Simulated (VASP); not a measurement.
B3N, 4 atoms in the cell. The structure is trigonal, space group P3 (No. 143). Conventional cell: a = 3.504 Å, b = 3.504 Å, c = 3.198 Å, α = 90.00°, β = 90.00°, γ = 120.00°. B (site symmetry 1) has 2 B at 1.32 Å within 1.8 Å. N (site symmetry 3) has 9 B at 1.91 to 2.52 Å within 2.6 Å. The cell was generated, and may not be a known phase.

| Quantity | Value |
| --- | --- |
| Program | VASP 6.6.1 |
| Task | relaxation of cell and atoms |
| Functional | PBE |
| Potentials or basis | VASP PAW PBE potentials, release 64 (B, N) |
| Cutoff | 600 eV |
| k mesh | 6 × 6 × 6 |
| Occupations | gaussian, width 0.1 eV |
| Spin | no spin polarisation |
| Dipole correction | no |
| Further INCAR settings | ALGO = Normal; EDIFF = 1e-07; IBRION = 2; EDIFFG = -0.04; NSW = 90; ISIF = 3 |

Potentials or basis: VASP PAW PBE potentials, release 64 (B, N).

Launch:

```console
$ cat potpaw_PBE.64/B/POTCAR potpaw_PBE.64/N/POTCAR > POTCAR
$ mpirun -np 1 vasp_std > vasp.out
```

Hardware: 1 thread of Intel(R) Xeon(R) 6975P-C (Granite Rapids) (shared host).

Task: How long does it take, and how much memory?

Result: Wall time 2.5 min on 1 thread of Intel(R) Xeon(R) 6975P-C (Granite Rapids), with other jobs on the host, peak memory 0.16 GiB. Counts: scf iterations 245, k points 44, ion steps 31.
